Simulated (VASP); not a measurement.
Write the native input for VASP 6.6.1 that does the following.

| Property | Result |
| --- | --- |
| Task | single point |
| Functional | PBEsol |
| Potentials or basis | VASP PAW PBE potentials, release 64 (Ag) |
| Cutoff | 520 eV |
| k mesh | 20 × 20 × 20 |
| Occupations | gaussian, width 0.15 eV |
| Spin | no spin polarisation |
| Dipole correction | no |
| Further INCAR settings | ALGO = Normal; EDIFF = 1e-06; NBANDS = 12 |

The structure of Ag lies in POSCAR:

```
Ag
1.0
   -1.5894278400      1.5894278400      1.7218801600
    1.5894278400     -1.5894278400      1.7218801600
    1.5894278400      1.5894278400     -1.7218801600
Ag
1
Direct
    0.0000000000      0.0000000000      0.0000000000
```

This cell differs from its parent crystal: strain -0.040 along x and y, +0.040 along z.

The input as run:

INCAR

```
PREC = Accurate
ENCUT = 520
EDIFF = 1E-6
ISMEAR = 0
SIGMA = 0.15
LREAL = F
LASPH = T
NELM = 60
ALGO = Normal
ISIF = 2
LWAVE = F
LCHARG = F
GGA = PS
NBANDS = 12
```

KPOINTS

```
Automatic mesh
0
Gamma
  20 20 20
```

Potentials or basis: VASP PAW PBE potentials, release 64 (Ag).

Command:

```sh
$ cat potpaw_PBE.64/Ag/POTCAR > POTCAR
$ mpirun -np 1 vasp_std > vasp.out
```

It gave:

```yaml
Pressure: -4.0 GPa
Band_gap_on_the_k_mesh: zero (an odd number of electrons rules out a gap without spin polarisation)
```

Caveat: the cell differs from its parent crystal (strain -0.040 along x and y, +0.040 along z); the cell stands under tension; the PAW data sets were made with another functional, which shifts forces and pressure a little.

It took 110 s on 1 thread of Intel Xeon 8259CL, with other jobs on the host, peak memory 0.25 GiB.
